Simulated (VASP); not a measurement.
Wanted: the native input for a VASP 6.6.1 run.

- Task: single point
- Functional: PBE
- Potentials or basis: VASP PAW PBE potentials, release 64 (Pb_d)
- Cutoff: 500 eV
- k mesh: 12 × 12 × 12
- Occupations: fermi-dirac, width 0.05 eV
- Spin: no spin polarisation
- Dipole correction: no
- Further INCAR settings: ALGO = Normal; EDIFF = 1e-06; NBANDS = 13

The structure of Pb lies in POSCAR:

```
Pb
1.0
    0.0000000000      2.4279308945      2.4279308945
    2.4279308945      0.0000000000      2.4279308945
    2.4279308945      2.4279308945      0.0000000000
Pb
1
Direct
    0.0000000000      0.0000000000      0.0000000000
```

This cell differs from its parent crystal: volume scaled by 0.95.

The input as run:

INCAR

```
SYSTEM = Pb
ALGO = Normal
EDIFF = 1E-6
ENCUT = 500
GGA = PE
GGA_COMPAT = .FALSE.
ISIF = 2
ISMEAR = -1
LASPH = .TRUE.
LCHARG = .TRUE.
LELF = .TRUE.
LREAL = .FALSE.
LVHAR = .TRUE.
LWAVE = .FALSE.
NBANDS = 13
NELM = 120
PREC = Accurate
SIGMA = 0.05
```

KPOINTS

```
k-points
0
G
  12 12 12
  0 0 0
```

Potentials or basis: VASP PAW PBE potentials, release 64 (Pb_d).

Run with:

```bash
$ cat potpaw_PBE.64/Pb_d/POTCAR > POTCAR
$ mpirun -np 1 vasp_std > vasp.out
```

Results of the run:

```json
{
  "Pressure": "5.9 GPa",
  "Band gap on the k mesh": "zero (band 7 reaches 15.83 eV, above the bottom of band 8 at 6.28 eV)"
}
```

Caveat: spin-orbit coupling is left out, which moves the levels of the heavy elements.

Wall time 35 s on 1 thread of Intel(R) Xeon(R) Platinum 8375C CPU @ 2.90GHz (Ice Lake), with other jobs on the host, peak memory 0.17 GiB.
